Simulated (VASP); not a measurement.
Write the native input for VASP 6.6.1 that does the following.

```yaml
Task: single point
Functional: LDA
Potentials_or_basis: VASP PAW LDA potentials, release 64 (Ga_d, N)
Cutoff: 520 eV
k_mesh: 8 × 6 × 1
Occupations: fermi-dirac, width 0.02 eV
Spin: no spin polarisation
Dipole_correction: no
Further_INCAR_settings: ALGO = Normal; EDIFF = 1e-06; NBANDS = 36
```

The structure of GaN lies in POSCAR:

```
GaN
1.0
    3.1502581348      0.0000000000      0.0000000000
    0.0000000000      4.4551377792      0.0000000000
    0.0000000000      0.0000000000     19.1503000000
Ga N
3 3
Direct
    0.2500000000      0.0927426509      0.4260638222
    0.7500000000      0.6383759669      0.5000000041
    0.2500000000      0.0927427810      0.5739362050
    0.7500000000      0.8905406695      0.4159322844
    0.2500000000      0.3950573290      0.4999999544
    0.7500000000      0.8905406027      0.5840677300
```

The input as run:

INCAR

```
SYSTEM = GaN
  ALGO = Normal
  EDIFF = 1E-6
  ENCUT = 520
  GGA = CA
  ISIF = 2
  ISMEAR = -1
  LASPH = .True.
  LCHARG = .False.
  LREAL = .False.
  LWAVE = .False.
  NBANDS = 36
  NELM = 60
  PREC = Accurate
  SIGMA = 0.02
```

KPOINTS

```
k-points
0
Gamma
  8 6 1
  0 0 0
```

Potentials or basis: VASP PAW LDA potentials, release 64 (Ga_d, N).

The run is started by

```bash
$ cat potpaw_LDA.64/Ga_d/POTCAR potpaw_LDA.64/N/POTCAR > POTCAR
$ mpirun -np 1 vasp_std > vasp.out
```

It gave:

```
Largest force          : 0.068 eV/Å
Band gap on the k mesh : 1.30 eV (least direct gap 1.74 eV)
```

Caveat: there is no dipole correction, which matters where the two faces differ.

Wall time 8.5 min on 1 thread of Intel Xeon 8259CL, with other jobs on the host, peak memory 0.36 GiB.
